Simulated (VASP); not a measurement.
Input of a VASP 6.6.1 run:

Contents of INCAR:

```
PREC = Accurate ; ENCUT = 520
EDIFF = 1E-8 ; ISMEAR = -1
SIGMA = 0.08 ; LREAL = F
LASPH = T ; NELM = 80
ALGO = Normal ; ISIF = 2
LWAVE = F ; LCHARG = F
GGA = PE ; LEFG = T
NBANDS = 14
```

File KPOINTS:

```
Automatic mesh
0
Gamma
  16 16 16
```

Contents of POSCAR:

```
Rh
1.0
    0.0570465000      1.9300732500      1.9300732500
    1.9300732500      0.0570465000      1.9300732500
    1.9300732500      1.9300732500      0.0570465000
Rh
1
Direct
    0.0000000000      0.0000000000      0.0000000000
```

Potentials or basis: VASP PAW PBE potentials, release 64 (Rh_pv).

Command:

```sh
$ cat potpaw_PBE.64/Rh_pv/POTCAR > POTCAR
$ mpirun -np 1 vasp_std > vasp.out
```

(1) Estimate the pressure.

(2) What does it give for the band gap on the k mesh?

Results:

(1) 7.0 GPa.

(2) zero (an odd number of electrons rules out a gap without spin polarisation).

Caveat: the cell differs from its parent crystal (equal xy, yz and zx shear strains of +3 %); the cell stands under pressure; without QUAD_EFG the Cq values of the log hold for a quadrupole moment of 1 mb, not for the nuclei.
